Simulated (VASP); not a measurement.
Wanted: the native input for a VASP 6.6.1 run.

| Property | Result |
| --- | --- |
| Task | relaxation of cell and atoms |
| Functional | PBEsol |
| Potentials or basis | VASP PAW PBE potentials, release 64 (Nb_sv) |
| Cutoff | 600 eV |
| k mesh | 11 × 11 × 11 |
| Occupations | fermi-dirac, width 0.05 eV |
| Spin | no spin polarisation |
| Target pressure | 2 GPa |
| Dipole correction | no |
| Further INCAR settings | ALGO = Fast; EDIFF = 1e-06; IBRION = 2; EDIFFG = -0.01; NSW = 60; ISIF = 3 |

The structure of Nb lies in POSCAR:

```
Nb
1.0
    0.0000000000      2.1150000000      2.1150000000
    2.1150000000      0.0000000000      2.1150000000
    2.1150000000      2.1150000000      0.0000000000
Nb
1
Direct
    0.0000000000      0.0000000000      0.0000000000
```

One way to write it, as run:

INCAR

```
  PREC = Accurate
  ENCUT = 600
  EDIFF = 1E-6
  ISMEAR = -1
  SIGMA = 0.05
  LREAL = False
  LASPH = True
  NELM = 100
  ALGO = Fast
  ISIF = 3
  LWAVE = False
  LCHARG = False
  GGA = PS
  IBRION = 2
  NSW = 60
  EDIFFG = -0.01
  PSTRESS = 20.0
```

KPOINTS

```
Automatic mesh
0
Gamma
  11 11 11
```

Potentials or basis: VASP PAW PBE potentials, release 64 (Nb_sv).

Launch:

```bash
$ cat potpaw_PBE.64/Nb_sv/POTCAR > POTCAR
$ mpirun -np 1 vasp_std > vasp.out
```

It gave:

```yaml
Relaxed_volume: 17.85 Å³/atom
Relaxed_cell: a = 2.934 Å, b = 2.934 Å, c = 2.934 Å, α = 60.00°, β = 60.00°, γ = 60.00°
Space_group_after_relaxing_to_0.05_Å: Fm-3m (No. 225)
Energy_change_on_relaxing_the_enthalpy_is_what_falls: -20.3 meV/atom
Ionic_steps: 9
Pressure_after_relaxing: 1.9 GPa
```

Caveat: the cell is relaxed towards a set pressure, so the enthalpy falls and the energy may rise; the PAW data sets were made with another functional, which shifts forces and pressure a little.

It took 47 s on 1 thread of Intel(R) Xeon(R) 6975P-C (Granite Rapids), on a shared host, peak memory 0.15 GiB.
